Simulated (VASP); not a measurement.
# BeTe (I-4m2) in VASP: a series of runs

The runs below take BeTe through single point, with PBE.

Everything below comes from runs of VASP 6.6.1. Logs are shortened: lines on timing, memory, paths and dates and some standing lists are left out, and cuts for length are marked.

### 1 The cell of the first run

The structure is tetragonal, space group I-4m2 (No. 119). Conventional cell: a = 4.149 Å, b = 4.149 Å, c = 5.492 Å, α = 90.00°, β = 90.00°, γ = 90.00°. Within 3.3 Å of Be (site symmetry -4m2) lie 4 Te at 2.49 Å. Within 3.3 Å of Te (site symmetry -4m2) lie 4 Be at 2.49 Å.

### 2 Single point, PBE (epitaxial xy strain +3.7%)

File INCAR:

```
  PREC = Accurate
  ENCUT = 520
  EDIFF = 1E-7
  ISMEAR = 0
  SIGMA = 0.01
  LREAL = False
  LASPH = True
  NELM = 100
  ALGO = Normal
  ISIF = 2
  LWAVE = False
  LCHARG = False
  GGA = PE
  NBANDS = 11
```

File KPOINTS:

```
Automatic mesh
0
Gamma
  4 4 4
```

File POSCAR:

```
BeTe
1.0
    0.0000000000      2.9335647847      2.7459589883
    2.9335647847      0.0000000000      2.7459589883
    2.9335647847      2.9335647847      0.0000000000
Be Te
1 1
Direct
    0.0000000000      0.0000000000      0.0000000000
    0.2500000000      0.2500000000      0.2500000000
```

Potentials or basis: VASP PAW PBE potentials, release 64 (Be, Te).

Run with:

```console
$ cat potpaw_PBE.64/Be/POTCAR potpaw_PBE.64/Te/POTCAR > POTCAR
$ mpirun -np 1 vasp_std > vasp.out
```

OUTCAR:

```text
PREC = Accurate
   ENCUT = 520
   EDIFF = 1E-7
   ISMEAR = 0
   LREAL = False
   LASPH = True
   NELM = 100
   ISIF = 2
   GGA = PE

 ion  position               nearest neighbor table
   1  0.000  0.000  0.000-   2 2.49   2 2.49   2 2.49   2 2.49
   2  0.250  0.250  0.250-   1 2.49   1 2.49   1 2.49   1 2.49

  LATTYP: Found a body centered tetragonal cell.
 ALAT       =     4.1486871046
 C/A-ratio  =     1.3237725184

  Lattice vectors:

 A1 = (   0.0000000000,  -2.9335647847,  -2.7459589883)
 A2 = (   0.0000000000,   2.9335647847,  -2.7459589883)
 A3 = (   2.9335647847,   0.0000000000,   2.7459589883)

Analysis of symmetry for initial positions (statically):
=====================================================================
 Subroutine PRICEL returns:
 Original cell was already a primitive cell.

 Routine SETGRP: Setting up the symmetry group for a
 body centered tetragonal supercell.

 Subroutine GETGRP returns: Found  8 space group operations
 (whereof  8 operations were pure point group operations)
 out of a pool of 16 trial point group operations.

The static configuration has the point symmetry D_2d.

Analysis of symmetry for dynamics (positions and initial velocities):
=====================================================================
 Subroutine PRICEL returns:
 Original cell was already a primitive cell.

 Routine SETGRP: Setting up the symmetry group for a
 body centered tetragonal supercell.

 Subroutine GETGRP returns: Found  8 space group operations
 (whereof  8 operations were pure point group operations)
 out of a pool of 16 trial point group operations.

The dynamic configuration has the point symmetry D_2d.

 Subroutine INISYM returns: Found  8 space group operations
 (whereof  8 operations are pure point group operations),
 and found     1 'primitive' translations

----------------------------------------------------------------------------------------

                                     Primitive cell

  volume of cell :      47.2624

  direct lattice vectors                    reciprocal lattice vectors
     0.000000000  2.933564785  2.745958988    -0.170441097  0.170441097  0.182085749
     2.933564785  0.000000000  2.745958988     0.170441097 -0.170441097  0.182085749
     2.933564785  2.933564785  0.000000000     0.170441097  0.170441097 -0.182085749

  length of vectors
     4.018220142  4.018220142  4.148687105     0.302085344  0.302085344  0.302085344

  position of ions in fractional coordinates (direct lattice)
     0.000000000  0.000000000  0.000000000
     0.250000000  0.250000000  0.250000000

  ion indices of the primitive-cell ions
   primitive index   ion index
                 1           1
                 2           2

----------------------------------------------------------------------------------------

 KPOINTS: Automatic mesh

Automatic generation of k-mesh.
 Grid dimensions read from file:
 generate k-points for:    4    4    4

 Generating k-lattice:

  Cartesian coordinates                     Fractional coordinates (reciprocal lattice)
    -0.042610274  0.042610274  0.045521437     0.250000000 -0.000000000  0.000000000
     0.042610274 -0.042610274  0.045521437    -0.000000000  0.250000000  0.000000000
     0.042610274  0.042610274 -0.045521437     0.000000000  0.000000000  0.250000000

  Length of vectors
     0.075521336  0.075521336  0.075521336

  Shift w.r.t. Gamma in fractional coordinates (k-lattice)
     0.000000000  0.000000000  0.000000000

 Subroutine IBZKPT returns following result:
 ===========================================

 Found     13 irreducible k-points:

 Following reciprocal coordinates:
            Coordinates               Weight
  0.000000  0.000000  0.000000      1.000000
  0.250000  0.000000  0.000000      8.000000
  0.500000  0.000000  0.000000      4.000000
  0.250000  0.250000  0.000000      2.000000
  0.500000  0.250000  0.000000      8.000000
 -0.250000  0.250000  0.000000      4.000000
  0.500000  0.500000  0.000000      1.000000
  0.250000  0.000000  0.250000      4.000000
  0.500000  0.000000  0.250000     16.000000
 -0.250000  0.000000  0.250000      8.000000
 -0.250000  0.500000  0.250000      4.000000
  0.500000  0.000000  0.500000      2.000000
 -0.250000  0.250000  0.500000      2.000000
   k-points           NKPTS =     13   k-points in BZ     NKDIM =     13   number of bands    NBANDS=     11
   number of dos      NEDOS =    301   number of ions     NIONS =      2
   total plane-waves  NPLWV =  28800
   dimension x,y,z NGX =    30 NGY =   30 NGZ =   32
   dimension x,y,z NGXF=    60 NGYF=   60 NGZF=   64
   ions per type =               1   1
   NGX,Y,Z   is equivalent  to a cutoff of  12.41, 12.41, 12.82 a.u.
   NGXF,Y,Z  is equivalent  to a cutoff of  24.82, 24.82, 25.65 a.u.
 SYSTEM =  unknown system
   PREC   = accura    normal or accurate (medium, high low for compatibility)
   ISTART =      0    job   : 0-new  1-cont  2-samecut
   ICHARG =      2    charge: 1-file 2-atom 10-const
   ISPIN  =      1    spin polarized calculation?
   LNONCOLLINEAR =      F non collinear calculations
   LSORBIT =      F    spin-orbit coupling
   LASPH  =      T    aspherical Exc in radial PAW
   ENCUT  =  520.0 eV  38.22 Ry    6.18 a.u.   7.47  7.47  7.71*2*pi/ulx,y,z
   NELM   =    100;   NELMIN=  2; NELMDL= -5     # of ELM steps
   EDIFF  = 0.1E-06   stopping-criterion for ELM
   LREAL  =      F    real-space projection
   EDIFFG = 0.1E-05   stopping-criterion for IOM
   NSW    =      0    number of steps for IOM
   IBRION =     -1    ionic relax: 0-MD 1-quasi-New 2-CG
   NFREE  =      0    steps in history (QN), initial steepest desc. (CG)
   ISIF   =      2    stress and relaxation
   ISYM   =      2    0-nonsym 1-usesym 2-fastsym
   POTIM  = 0.5000    time-step for ionic-motion
   TEBEG  =    0.0;   TEEND  =   0.0 temperature during run
   PSTRESS=    0.0 pullay stress
   NELECT =       8.0000    total number of electrons
   NUPDOWN=      -1.0000    fix difference up-down
   EMIN   =  10.00;   EMAX   =-10.00  energy-range for DOS
   EFERMI =   0.00;   METHOD = LEGACY
   ISMEAR =     0;   SIGMA  =   0.01  broadening in eV -4-tet -1-fermi 0-gaus
   EFERMI_NEDOS =   21; number of points for ismear=-14 and -15
   IALGO  =     38    algorithm
   IMIX   =      4    mixing-type and parameters
     AMIX     =   0.40;   BMIX     =  1.00
     AMIX_MAG =   1.60;   BMIX_MAG =  1.00
  volume/ion in A,a.u.               =      23.63       159.47
  Fermi-wavevector in a.u.,A,eV,Ry     =   0.905593  1.711322 11.158118  0.820099
  Thomas-Fermi vector in A             =   2.029179
   LORBIT       =      0    0 simple, 1 ext, 2 COOP (PROOUT), +10 PAW based schemes
   GGA     = PE    functional components
   LHFCALC =     F    Hartree Fock is set to
   AEXX    =    0.0000 exact exchange contribution
   IVDW    =     0    specifies the selected vdW correction
   LEPSILON=     F    determine dielectric tensor
   LRPA    =     F    only Hartree local field effects (RPA)
 non-spin polarized calculation
 Gauss-broadening in eV      SIGMA  =   0.01
  energy-cutoff  :      520.00
  volume of cell :       47.26
 maximum number of plane-waves:      1299
 NGX is ok and might be reduce to    30
   NGX = 15   NGY = 15   NGZ = 15

 number of electron       8.0000000 magnetization

 Free energy of the ion-electron system (eV)
  ---------------------------------------------------
  ext. energy  EPLUGINS =         0.00000000
  ---------------------------------------------------
  free energy    TOTEN  =        -7.51838466 eV

  energy without entropy =       -7.51838466  energy(sigma->0) =       -7.51838466

 E-fermi :   4.7841     XC(G=0):  -8.8219

 val. band max:        4.7021195658   @ k =   0.0000   0.0000   0.0000
 cond. band min:       6.3459525746   @ k =   0.5000   0.5000   0.0000
 fundamental gap:      1.6438330088
 Fermi energy:         4.7840882174

 k-point     1 :       0.0000    0.0000    0.0000
  band No.  band energies     occupation
      1      -7.4278      2.00000
      2       4.4022      2.00000
      3       4.4022      2.00000
      4       4.7021      2.00000
      5       7.8923      0.00000
      6       8.0782      0.00000
      7       8.2133      0.00000
      8       8.2133      0.00000
      9      12.7415      0.00000
     10      14.0169      0.00000
     11      15.0703      0.00000

 k-point     2 :       0.2500    0.0000    0.0000
  band No.  band energies     occupation
      1      -6.9188      2.00000
      2       1.3732      2.00000
      3       3.7048      2.00000
      4       4.0754      2.00000
      5       7.6182      0.00000
      6       8.9258      0.00000
      7       9.0392      0.00000
      8      11.2424      0.00000
      9      13.2401      0.00000
     10      13.3534      0.00000
     11      13.9491      0.00000

 k-point     3 :       0.5000    0.0000    0.0000
  band No.  band energies     occupation
      1      -6.2142      2.00000
      2      -0.6866      2.00000
      3       3.2181      2.00000
      4       3.7093      2.00000
      5       7.3180      0.00000
      6       8.9163      0.00000
      7       9.4033      0.00000
      8      12.3627      0.00000
      9      14.9320      0.00000
     10      15.7786      0.00000
     11      16.0599      0.00000
[... 113 lines left out ...]
 k-point    12 :       0.5000    0.0000    0.5000
  band No.  band energies     occupation
      1      -5.8492      2.00000
      2      -0.4354      2.00000
      3       2.1651      2.00000
      4       2.2678      2.00000
      5       6.7453      0.00000
      6       7.4249      0.00000
      7      13.5542      0.00000
      8      13.7472      0.00000
      9      15.3941      0.00000
     10      16.5594      0.00000
     11      17.6867      0.00000

 k-point    13 :      -0.2500    0.2500    0.5000
  band No.  band energies     occupation
      1      -5.8089      2.00000
      2       0.1131      2.00000
      3       1.1256      2.00000
      4       1.5273      2.00000
      5      10.2149      0.00000
      6      10.3924      0.00000
      7      10.5284      0.00000
      8      10.9412      0.00000
      9      14.4572      0.00000
     10      15.0500      0.00000
     11      16.5270      0.00000

------------------------ aborting loop because EDIFF is reached ----------------------------------------

  FORCE on cell =-STRESS in cart. coord.  units (eV):
  Direction    XX          YY          ZZ          XY          YZ          ZX
  --------------------------------------------------------------------------------------
  -------------------------------------------------------------------------------------
  Total       -0.8104554     -0.8104554      0.2062269      0.0000000      0.0000000     -0.0000000
  in kB      -27.4741521    -27.4741521      6.9910189      0.0000000      0.0000000     -0.0000000
  external PRESSURE =     -15.9857618 kB  Pullay stress =       0.0000000 kB

 VOLUME and BASIS-vectors are now :
 -----------------------------------------------------------------------------
  energy-cutoff  :      520.00
  volume of cell :       47.26
      direct lattice vectors                 reciprocal lattice vectors
     0.000000000  2.933564785  2.745958988    -0.170441097  0.170441097  0.182085749
     2.933564785  0.000000000  2.745958988     0.170441097 -0.170441097  0.182085749
     2.933564785  2.933564785  0.000000000     0.170441097  0.170441097 -0.182085749

 POSITION                                       TOTAL-FORCE (eV/Angst)
 -----------------------------------------------------------------------------------
      0.00000      0.00000      0.00000        -0.000000     -0.000000      0.000000
      1.46678      1.46678      1.37298         0.000000      0.000000     -0.000000
 -----------------------------------------------------------------------------------
    total drift:                               -0.000000     -0.000000     -0.000000

  FREE ENERGIE OF THE ION-ELECTRON SYSTEM (eV)
  ---------------------------------------------------
  free  energy   TOTEN  =        -7.5183846632 eV

  energy  without entropy=       -7.5183846632  energy(sigma->0) =       -7.51838466
```

Wall time 7.9 s (1 thread of AMD EPYC 7R43 (Zen 3), shared host); peak memory 0.13 GiB.

Results:

* Free energy: -7.5184 eV
* Pressure: -1.6 GPa
* Band gap on the k mesh: 1.64 eV, indirect (least direct gap 3.19 eV)

Stress tensor (GPa, compression positive):
```
-2.75  0.00  0.00
 0.00 -2.75  0.00
 0.00  0.00  0.70
```

Caveat: the k points lie up to 0.47 Å⁻¹ apart; the cell differs from its parent crystal (epitaxial xy strain +3.7%); spin-orbit coupling is left out, which moves the levels of the heavy elements.

### 3 Single point, PBE (epitaxial xy strain +3.7%)

File INCAR:

```
PREC     = Accurate       # precision mode
ENCUT    = 520            # plane-wave cutoff, eV
EDIFF    = 1E-7           # SCF threshold, eV
ISMEAR   = -1             # smearing method
SIGMA    = 0.02           # smearing width, eV
LREAL    = False          # projectors in reciprocal space
LASPH    = True           # aspherical terms in the spheres
NELM     = 80             # most SCF steps
ALGO     = Normal         # electronic algorithm
ISIF     = 2              # what is computed and relaxed
LWAVE    = False          # write WAVECAR
LCHARG   = True           # write CHGCAR
GGA      = PE             # functional
LELF     = True           # ELF
LVHAR    = True         
NBANDS   = 11             # bands
```

File KPOINTS:

```
regular mesh
0
Gamma
  8 8 8
```

POSCAR is that of step 2.

Potentials or basis: VASP PAW PBE potentials, release 64 (Be, Te).

Run with:

```console
$ cat potpaw_PBE.64/Be/POTCAR potpaw_PBE.64/Te/POTCAR > POTCAR
$ mpirun -np 1 vasp_std > vasp.out
```

It took 28 s on 1 thread of AMD EPYC 7R43 (Zen 3), shared host; peak memory 0.16 GiB.

Results (log left out):

* Free energy: -7.5905 eV
* Pressure: -2.0 GPa
* Band gap on the k mesh: 1.65 eV, indirect (least direct gap 3.19 eV)

Stress tensor (GPa, compression positive):
```
-3.12  0.00  0.00
 0.00 -3.12  0.00
 0.00  0.00  0.30
```

Levels at points of the mesh, in eV from the valence-band top:
```tsv
k point	band 2	band 3	band 4	band 5	band 6	band 7
(0.00, 0.00, 0.00)	-0.30	-0.30	0.00	3.19	3.39	3.52
(0.50, 0.00, 0.00)	-5.38	-1.48	-0.99	2.62	4.23	4.71
(0.50, 0.50, 0.00)	-4.77	-2.91	-2.91	1.65	2.19	9.19
(0.50, 0.00, 0.50)	-5.13	-2.53	-2.43	2.05	2.73	8.86
```

Caveat: the cell differs from its parent crystal (epitaxial xy strain +3.7%); spin-orbit coupling is left out, which moves the levels of the heavy elements. A k mesh can miss the band edges.
